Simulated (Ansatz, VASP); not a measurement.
# Two plane-wave programs on SnO2

```
CELL_PARAMETERS angstrom
4.62277 0.00000 0.00000
0.00000 4.69863 0.00000
0.00000 0.00000 3.12905
ATOMIC_POSITIONS crystal
Sn 0.50000 0.50000 0.50000
Sn 0.00000 0.00000 0.00000
O 0.29185 0.32104 0.00000
O 0.79185 0.17896 0.50000
O 0.20814 0.82104 0.50000
O 0.70815 0.67896 0.00000
```

Alike in both runs: task single point; functional LDA; k mesh 4 × 4 × 6; no spin polarisation.

|  | VASP | Ansatz |
| --- | --- | --- |
| version | VASP 6.6.1 | Ansatz 0.2.0 |
| potentials or method | VASP PAW LDA potentials, release 64 (Sn_d, O), cutoff 520 eV | plane waves, PAW |
| occupations | gaussian, width 0.01 eV | fixed |
| valence electrons in the cell | 52 | 52 |

|  | VASP | Ansatz | Ansatz less VASP |
| --- | --- | --- | --- |
| pressure (GPa) | 12.1 | 10.9 | -1.26 |
| traceless stress, the component that is largest in VASP (GPa) | 3.63 | 3.24 | -0.393 |

LDA's correlation is that of Perdew and Zunger in VASP and of Perdew and Wang (1992) in Ansatz.
